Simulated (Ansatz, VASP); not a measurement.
**One calculation of Zn, two programs**

```
Zn
1.0
     2.66480   -0.01332   -0.01332
    -1.34394    2.31444   -0.00488
    -0.02473   -0.02473    4.94670
Zn
2
Direct
  0.33333 0.66667 0.25000
  0.66667 0.33333 0.75000
```

Change from the starting cell: equal xy, yz and zx shear strains of -1 %, PAW files.

Alike in both runs: task electric field gradients; functional PBE; k mesh 18 × 18 × 8; occupations fermi-dirac, width 0.03 eV; no spin polarisation.

```csv
,VASP,Ansatz
version,VASP 6.6.1,Ansatz 0.2.0
potentials or method,"VASP PAW PBE potentials, release 64 (Zn)","PAW with Ansatz's default frozen-core files, scalar-relativistic"
plane-wave cutoff (eV),520,420
valence electrons in the cell,24,24
```

Ansatz gave:

```
pressure (GPa)                                                : -0.3
traceless stress, the component that is largest in VASP (GPa) : 0.72
size of Vzz on the site where it differs most (V/Å²)          : 35.3
```

Q: What did VASP give for the same quantities?

A: Pressure (GPa): 0.0; traceless stress, the component that is largest in VASP (GPa): 0.58; size of Vzz on the site where it differs most (V/Å²): 35.5.
